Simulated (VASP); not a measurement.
Write the native input for VASP 6.6.1 that does the following.

| Property | Result |
| --- | --- |
| Task | single point |
| Functional | PBE |
| Potentials or basis | VASP PAW PBE potentials, release 64 (Co_sv, O_h) |
| Cutoff | 1340 eV |
| k mesh | 11 × 11 × 10 |
| Occupations | fermi-dirac, width 0.05 eV |
| Spin | collinear spin, ferromagnetic start |
| Starting moments | [2.0, 0.0] μB |
| Dipole correction | no |
| Further INCAR settings | ALGO = Normal; EDIFF = 1e-06; NBANDS = 22 |

The structure of CoO lies in POSCAR:

```
CoO
1.0
    2.8176958596      0.0000000000      0.0000000000
   -1.4088479249      2.4401961906      0.0000000000
    0.0000000000      0.0000000000      2.7499315531
Co O
1 1
Direct
    0.0000000000      0.0000000000      0.0000000000
    0.6666666667      0.3333333333      0.5000000000
```

These files were run (other wordings do the same):

INCAR

```
SYSTEM = CoO
PREC     = Accurate       ! precision mode
ENCUT    = 1340           ! plane-wave cutoff, eV
EDIFF    = 1E-6           ! SCF threshold, eV
ISMEAR   = -1             ! smearing method
SIGMA    = 0.05           ! smearing width, eV
LREAL    = .False.        ! projectors in reciprocal space
LASPH    = .True.         ! aspherical terms in the spheres
NELM     = 200            ! most SCF steps
ALGO     = Normal         ! electronic algorithm
ISIF     = 2              ! what is computed and relaxed
LWAVE    = .False.        ! write WAVECAR
LCHARG   = .False.        ! write CHGCAR
ISPIN    = 2              ! spin polarisation
MAGMOM   = 2 0            ! initial moments
LORBIT   = 11             ! projections on sites
LMAXMIX  = 4              ! l up to which the mixer works
GGA      = PE             ! functional
NBANDS   = 22             ! bands
GGA_COMPAT= .False.
```

KPOINTS

```
Automatic mesh
0
Gamma
  11 11 10
  0 0 0
```

Potentials or basis: VASP PAW PBE potentials, release 64 (Co_sv, O_h).

Launch:

```bash
$ cat potpaw_PBE.64/Co_sv/POTCAR potpaw_PBE.64/O_h/POTCAR > POTCAR
$ mpirun -np 1 vasp_std > vasp.out
```

It gave:

```yaml
Pressure: -1.6 GPa
Band_gap_on_the_k_mesh: zero (filled and empty bands overlap)
Net_moment: 3.00 μB per cell
Site_moments: Co +2.53; O +0.30 μB
Valence_electrons_inside_the_program's_atomic_spheres: Co 14.87; O 3.34
```

Caveat: a cell with one magnetic atom can't hold antiferromagnetic order, which such compounds often take; semilocal functionals often make such compounds metallic where correlation or magnetic order opens a gap, which also shifts bond lengths.

Wall time 4.5 min on 1 thread of AMD EPYC 9R45 96-Core Processor (Zen 5), on a shared host, peak memory 0.38 GiB.
